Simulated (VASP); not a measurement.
Ti3Se:

```
Ti Se
1.0
     4.11330    0.00000    0.00000
     0.00000    4.11330    0.00000
     0.00000    0.00000    4.11330
Ti Se
3 1
Direct
  0.00000 0.50000 0.50000
  0.50000 0.00000 0.50000
  0.50000 0.50000 0.00000
  0.00000 0.00000 0.00000
```

```yaml
Program: VASP 6.6.1
Task: relaxation of cell and atoms
Functional: r2SCAN
Potentials_or_basis: VASP PAW PBE potentials, release 64 (Ti_sv, Se)
Cutoff: 600 eV
k_mesh: 4 × 4 × 4
Occupations: gaussian, width 0.1 eV
Spin: no spin polarisation
```

At the start: pressure -10.4 GPa; volume 17.40 Å³/atom.

Question: How do energy, volume and symmetry change on relaxing?

Answer: Over 3 steps the energy falls by 58.9 meV/atom and the volume is 15.75 Å³/atom (-9.5 %); space group Pm-3m (No. 221, to 0.05 Å).

Step by step:
```csv
step,energy change (eV),largest force (eV/Å),pressure (GPa),volume (Å³)
1,0.0000,0.0000,-10.37,69.59
2,-0.1165,0.0000,9.83,58.86
3,-0.2355,0.0000,-0.03,62.98
```

Final structure:
```
Ti Se
1.0
     3.97867    0.00000    0.00000
     0.00000    3.97867    0.00000
     0.00000    0.00000    3.97867
Ti Se
3 1
Cartesian
  0.0000 1.9893 1.9893
  1.9893 0.0000 1.9893
  1.9893 1.9893 0.0000
  0.0000 0.0000 0.0000
```

Caveat: the k points lie up to 0.39 Å⁻¹ apart in the final cell; the PAW data sets were made with another functional, which shifts forces and pressure a little.
